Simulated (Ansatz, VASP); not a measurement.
# Two plane-wave programs on ZnCu

```
Zn Cu
1.0
     2.47157    0.00000    0.00000
     0.00000    2.90773    0.00000
     0.00000    0.00000    2.90773
Zn Cu
1 1
Direct
  0.50000 0.50000 0.50000
  0.00000 0.00000 0.00000
```

Change from the starting cell: normal strain along x -0.1500, normal strain along y +0.0000.

Alike in both runs: task single point; functional PBEsol; k mesh 16 × 16 × 16; occupations gaussian, width 0.15 eV; no spin polarisation.

```csv
,VASP,Ansatz
version,VASP 6.6.1,Ansatz 0.2.0
potentials or method,"VASP PAW PBE potentials, release 64 (Zn, Cu), cutoff 520 eV","scalar-relativistic, plane waves, PAW"
valence electrons in the cell,23,31
```

```csv
,VASP,Ansatz,Ansatz less VASP
gap on the k mesh at the Fermi level (eV),none,none,-
pressure (GPa),36.0,34.8,-1.23
"traceless stress, the component that is largest in VASP (GPa)",9.17,9.07,-0.102
```

VASP's potentials were made for PBE, not for PBEsol. A gap of «none» marks a metal or a gap that the smearing closes. Both programs put the cell under a high pressure, so it lies far from rest at this level. The functional is the same, so the differences come from potentials, cutoffs and numerics. VASP's potentials hold 23 valence electrons a cell and Ansatz's 31, so a difference there can come from the potentials and not from the codes.
